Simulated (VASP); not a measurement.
# AlCu3 (Fm-3m) in VASP: notebook

Runs on AlCu3. Level: r2SCAN. Tasks: relaxation of cell and atoms, single point.

Program: VASP 6.6.1. These are calculated values, not measurements. Logs are shortened: lines on timing, memory, paths and dates and some standing lists are left out, and cuts for length are marked.

## (1) The cell of the first run

The structure is cubic, space group Fm-3m (No. 225). Conventional cell: a = 5.744 Å, b = 5.744 Å, c = 5.744 Å, α = 90.00°, β = 90.00°, γ = 90.00°. Al (site symmetry m-3m) has 14 Cu at 2.49 to 2.87 Å within 3.3 Å. Within 3.3 Å of Cu (site symmetry m-3m) lie 8 Cu at 2.49 Å and 6 Al at 2.87 Å. Within 3.3 Å of Cu (site symmetry -43m) lie 4 Al at 2.49 Å and 10 Cu at 2.49 to 2.87 Å.

## (2) Relaxation of cell and atoms, r2SCAN, target pressure 2 GPa, at which the enthalpy is minimised

Contents of POSCAR:

```
AlCu3
1.0
    0.0000000000      2.8722329560      2.8722329560
    2.8722329560      0.0000000000      2.8722329560
    2.8722329560      2.8722329560      0.0000000000
Al Cu
1 3
Direct
    0.0000000000      0.0000000000      0.0000000000
    0.5000000000      0.5000000000      0.5000000000
    0.2500000000      0.2500000000      0.2500000000
    0.7500000000      0.7500000000      0.7500000000
```

Contents of INCAR.step1:

```
PREC = Accurate
ENCUT = 600
ISMEAR = 0
SIGMA = 0.1
LREAL = False
LASPH = True
NELM = 80
GGA = PE
ALGO = Normal
EDIFF = 1E-4
LWAVE = True
LCHARG = False
```

Contents of INCAR.step2:

```
PREC = Accurate
ENCUT = 600
EDIFF = 1E-7
ISMEAR = 0
SIGMA = 0.1
LREAL = False
LASPH = True
NELM = 80
ALGO = Normal
ISIF = 3
LWAVE = False
LCHARG = False
METAGGA = R2SCAN
LMIXTAU = True
IBRION = 2
NSW = 70
EDIFFG = -0.008
PSTRESS = 20.0
ISTART = 1
```

Contents of KPOINTS:

```
Automatic mesh
0
Gamma
  12 12 12
```

Potentials or basis: VASP PAW PBE potentials, release 64 (Al, Cu).

Command:

```sh
$ cat potpaw_PBE.64/Al/POTCAR potpaw_PBE.64/Cu/POTCAR > POTCAR
$ cp INCAR.step1 INCAR
$ mpirun -np 1 vasp_std > vasp.out
$ cp INCAR.step2 INCAR
$ mpirun -np 1 vasp_std > vasp.out
```

OUTCAR:

```text
PREC = Accurate
   ENCUT = 600
   EDIFF = 1E-7
   ISMEAR = 0
   LREAL = False
   LASPH = True
   NELM = 80
   ISIF = 3
   METAGGA = R2SCAN
   IBRION = 2
   NSW = 70
   EDIFFG = -0.008
   PSTRESS = 20.0
   ISTART = 1

 ion  position               nearest neighbor table
   1  0.000  0.000  0.000-   3 2.49   4 2.49   4 2.49   4 2.49   4 2.49   3 2.49   3 2.49   3 2.49
                             2 2.87   2 2.87   2 2.87   2 2.87   2 2.87   2 2.87
   2  0.500  0.500  0.500-   3 2.49   4 2.49   3 2.49   3 2.49   3 2.49   4 2.49   4 2.49   4 2.49
                             1 2.87   1 2.87   1 2.87   1 2.87   1 2.87   1 2.87
   3  0.250  0.250  0.250-   1 2.49   2 2.49   1 2.49   1 2.49   1 2.49   2 2.49   2 2.49   2 2.49

   4  0.750  0.750  0.750-   1 2.49   2 2.49   2 2.49   2 2.49   2 2.49   1 2.49   1 2.49   1 2.49

  LATTYP: Found a face centered cubic cell.
 ALAT       =     5.7444659120

  Lattice vectors:

 A1 = (   0.0000000000,   2.8722329560,   2.8722329560)
 A2 = (   2.8722329560,   0.0000000000,   2.8722329560)
 A3 = (   2.8722329560,   2.8722329560,   0.0000000000)

Analysis of symmetry for initial positions (statically):
=====================================================================
 Subroutine PRICEL returns:
 Original cell was already a primitive cell.

 Routine SETGRP: Setting up the symmetry group for a
 face centered cubic supercell.

 Subroutine GETGRP returns: Found 48 space group operations
 (whereof 48 operations were pure point group operations)
 out of a pool of 48 trial point group operations.

The static configuration has the point symmetry O_h .

Analysis of symmetry for dynamics (positions and initial velocities):
=====================================================================
 Subroutine PRICEL returns:
 Original cell was already a primitive cell.

 Routine SETGRP: Setting up the symmetry group for a
 face centered cubic supercell.

 Subroutine GETGRP returns: Found 48 space group operations
 (whereof 48 operations were pure point group operations)
 out of a pool of 48 trial point group operations.

The dynamic configuration has the point symmetry O_h .

 Subroutine INISYM returns: Found 48 space group operations
 (whereof 48 operations are pure point group operations),
 and found     1 'primitive' translations

----------------------------------------------------------------------------------------

[... 101 lines left out ...]
   NFREE  =      1    steps in history (QN), initial steepest desc. (CG)
   ISIF   =      3    stress and relaxation
   ISYM   =      2    0-nonsym 1-usesym 2-fastsym
   POTIM  = 0.5000    time-step for ionic-motion
   TEBEG  =    0.0;   TEEND  =   0.0 temperature during run
   PSTRESS=   20.0 pullay stress
   NELECT =      36.0000    total number of electrons
   NUPDOWN=      -1.0000    fix difference up-down
   EMIN   =  10.00;   EMAX   =-10.00  energy-range for DOS
   EFERMI =   0.00;   METHOD = LEGACY
   ISMEAR =     0;   SIGMA  =   0.10  broadening in eV -4-tet -1-fermi 0-gaus
   EFERMI_NEDOS =   21; number of points for ismear=-14 and -15
   IALGO  =     38    algorithm
   IMIX   =      4    mixing-type and parameters
     AMIX     =   0.40;   BMIX     =  1.00
     AMIX_MAG =   1.60;   BMIX_MAG =  1.00
  volume/ion in A,a.u.               =      11.85        79.95
  Fermi-wavevector in a.u.,A,eV,Ry     =   1.493755  2.822787 30.358729  2.231304
  Thomas-Fermi vector in A             =   2.606115
   LORBIT       =      0    0 simple, 1 ext, 2 COOP (PROOUT), +10 PAW based schemes
   METAGGA = R2SCAN    functional components
   LHFCALC =     F    Hartree Fock is set to
   AEXX    =    0.0000 exact exchange contribution
   IVDW    =     0    specifies the selected vdW correction
   LEPSILON=     F    determine dielectric tensor
   LRPA    =     F    only Hartree local field effects (RPA)
 conjugate gradient relaxation of ions
 non-spin polarized calculation
 Gauss-broadening in eV      SIGMA  =   0.10
  energy-cutoff  :      600.00
  volume of cell :       47.39
 maximum number of plane-waves:      1604
   NGX = 17   NGY = 17   NGZ = 17

--------------------------------------- Ionic step        1  -------------------------------------------

 number of electron      36.0000026 magnetization

 Free energy of the ion-electron system (eV)
  ---------------------------------------------------
  ext. energy  EPLUGINS =         0.00000000
  ---------------------------------------------------
  free energy    TOTEN  =       -39.94657555 eV

  energy without entropy =      -39.94176015  energy(sigma->0) =      -39.94416785

------------------------ aborting loop because EDIFF is reached ----------------------------------------

  FORCE on cell =-STRESS in cart. coord.  units (eV):
  Direction    XX          YY          ZZ          XY          YZ          ZX
  --------------------------------------------------------------------------------------
  -------------------------------------------------------------------------------------
  Total        0.9696517      0.9696517      0.9696517      0.0000000      0.0000000     -0.0000000
  in kB       32.7821442     32.7821442     32.7821442      0.0000000      0.0000000     -0.0000000
  external PRESSURE =      12.7821442 kB  Pullay stress =      20.0000000 kB
[... 67 lines left out ...]
--------------------------------------- Ionic step        3  -------------------------------------------

 number of electron      36.0000017 magnetization

 Free energy of the ion-electron system (eV)
  ---------------------------------------------------
  ext. energy  EPLUGINS =         0.00000000
  ---------------------------------------------------
  free energy    TOTEN  =       -39.95301053 eV

  energy without entropy =      -39.94821230  energy(sigma->0) =      -39.95061141

 E-fermi :   8.5995     XC(G=0): -13.4007

 val. band max:        8.5599909949   @ k =  -0.4167   0.1667   0.0000
 cond. band min:       8.6034057274   @ k =  -0.1667   0.1667   0.0000
 fundamental gap:      0.0434147325
 Fermi energy:         8.5995049745

 k-point     1 :       0.0000    0.0000    0.0000
  band No.  band energies     occupation
      1      -2.5393      2.00000
      2       3.6756      2.00000
      3       3.6756      2.00000
      4       3.7743      2.00000
      5       3.7744      2.00000
      6       3.7744      2.00000
[... 589 lines left out ...]
     21      13.9215      0.00000
     22      14.8005      0.00000

 [... further k-points ...]

------------------------ aborting loop because EDIFF is reached ----------------------------------------

  FORCE on cell =-STRESS in cart. coord.  units (eV):
  Direction    XX          YY          ZZ          XY          YZ          ZX
  --------------------------------------------------------------------------------------
  -------------------------------------------------------------------------------------
  Total        0.5865186      0.5865186      0.5865186      0.0000000      0.0000000     -0.0000000
  in kB       19.6672309     19.6672309     19.6672309      0.0000000      0.0000000     -0.0000000
  external PRESSURE =      -0.3327691 kB  Pullay stress =      20.0000000 kB
[... 23 lines left out ...]
  energy  without entropy=      -39.9482123013  energy(sigma->0) =      -39.95061141

  enthalpy is  TOTEN    =       -39.3565680153 eV   P V=        0.5964425131

 reached required accuracy - stopping structural energy minimisation
```

Run time: 5 min. Hardware: 1 thread of Intel Xeon 6975P-C (Granite Rapids), shared host; peak memory 0.25 GiB.

Results:

| Item | Value |
| --- | --- |
| Free energy | -39.9530 eV |
| Relaxed volume | 11.95 Å³/atom |
| Relaxed cell | a = 4.073 Å, b = 4.073 Å, c = 4.073 Å, α = 60.00°, β = 60.00°, γ = 60.00° |
| Space group after relaxing (to 0.1 Å) | Fm-3m (No. 225) |
| Energy change on relaxing (the run minimises the enthalpy) | -1.6 meV/atom |
| Ionic steps | 3 |
| Pressure after relaxing | 2.0 GPa |
| Band gap on the k mesh | zero (bands 18 and 19 overlap by 6.11 eV) |

Step by step:
```
step  energy change (eV)  largest force (eV/Å)  pressure (GPa)  volume (Å³)
   1              0.0000                0.0000            3.28        47.39
   2             -0.0090                0.0000            1.13        48.04
   3             -0.0064                0.0000            1.97        47.78
```

Final structure:
```yaml
crystal:
  lattice:
    - [0.00000, 2.88009, 2.88009]
    - [2.88009, 0.00000, 2.88009]
    - [2.88009, 2.88009, 0.00000]
  atoms:
    - { symbol: Al, position: [0.00000, 0.00000, 0.00000] }
    - { symbol: Cu, position: [0.50000, 0.50000, 0.50000] }
    - { symbol: Cu, position: [0.25000, 0.25000, 0.25000] }
    - { symbol: Cu, position: [0.75000, 0.75000, 0.75000] }
```

Levels at points of the mesh, in eV from the Fermi level:
| k point | band 14 | band 15 | band 16 | band 17 | band 18 | band 19 | band 20 | band 21 | band 22 |
| --- | --- | --- | --- | --- | --- | --- | --- | --- | --- |
| (0.00, 0.00, 0.00) | -2.72 | -2.59 | -2.59 | 3.93 | 3.93 | 3.93 | 4.37 | 4.37 | 4.37 |
| (0.50, 0.00, 0.00) | -2.71 | -2.54 | -2.54 | -2.24 | 2.82 | 2.82 | 3.07 | 3.07 | 4.12 |
| (0.50, 0.50, 0.00) | -2.44 | -2.44 | -2.39 | -2.29 | -2.29 | -2.19 | 2.19 | 2.63 | 11.55 |

Caveat: the cell is relaxed towards a set pressure, so the run minimises the enthalpy, not the energy; the PAW data sets were made with another functional, which shifts forces and pressure a little.

## (3) Single point, r2SCAN

This run uses another cell than the first one, of 12.08 Å³/atom.

Contents of POSCAR:

```
AlCu3
1.0
    0.0000000000      2.8906715164      2.8906715164
    2.8906715164      0.0000000000      2.8906715164
    2.8906715164      2.8906715164      0.0000000000
Al Cu
1 3
Direct
    0.0000000000      0.0000000000      0.0000000000
    0.5000000000      0.5000000000      0.5000000000
    0.2500000000      0.2500000000      0.2500000000
    0.7500000000      0.7500000000      0.7500000000
```

Contents of INCAR.step1:

```
SYSTEM = AlCu3
PREC = Accurate ; ENCUT = 520
ISMEAR = 0 ; SIGMA = 0.1
LREAL = .FALSE. ; LASPH = .TRUE.
NELM = 80 ; NBANDS = 26
GGA = PE ; ALGO = Normal
EDIFF = 1E-4 ; LWAVE = .TRUE.
LCHARG = .FALSE.
```

Contents of INCAR.step2:

```
SYSTEM = AlCu3
PREC = Accurate ; ENCUT = 520
EDIFF = 1E-7 ; ISMEAR = 0
SIGMA = 0.1 ; LREAL = .FALSE.
LASPH = .TRUE. ; NELM = 80
ALGO = Normal ; ISIF = 2
LWAVE = .FALSE. ; LCHARG = .FALSE.
METAGGA = R2SCAN ; LMIXTAU = .TRUE.
NBANDS = 26 ; ISTART = 1
```

Contents of KPOINTS:

```
Automatic mesh
0
G
  16 16 16
  0 0 0
```

Potentials or basis: VASP PAW PBE potentials, release 64 (Al, Cu).

Command:

```sh
$ cat potpaw_PBE.64/Al/POTCAR potpaw_PBE.64/Cu/POTCAR > POTCAR
$ cp INCAR.step1 INCAR
$ mpirun -np 1 vasp_std > vasp.out
$ cp INCAR.step2 INCAR
$ mpirun -np 1 vasp_std > vasp.out
```

Wall time 21 min (1 thread of Intel Xeon 8259CL, shared host); peak memory 0.28 GiB.

Results (log left out):

- Free energy: -39.9536 eV
- Pressure: 0.3 GPa
- Band gap on the k mesh: zero (bands 18 and 19 overlap by 6.09 eV)

Levels at points of the mesh, in eV from the Fermi level:
```
           k point  band 14  band 15  band 16  band 17  band 18  band 19  band 20  band 21  band 22  band 23
(0.00, 0.00, 0.00)    -2.74    -2.62    -2.62     3.87     3.87     3.87     4.29     4.29     4.29     5.86
(0.50, 0.00, 0.00)    -2.73    -2.56    -2.56    -2.27     2.77     2.77     3.00     3.00     4.02     5.98
(0.50, 0.50, 0.00)    -2.46    -2.46    -2.42    -2.29    -2.29    -2.21     2.12     2.54    11.44    11.44
```

Caveat: the PAW data sets were made with another functional, which shifts forces and pressure a little.
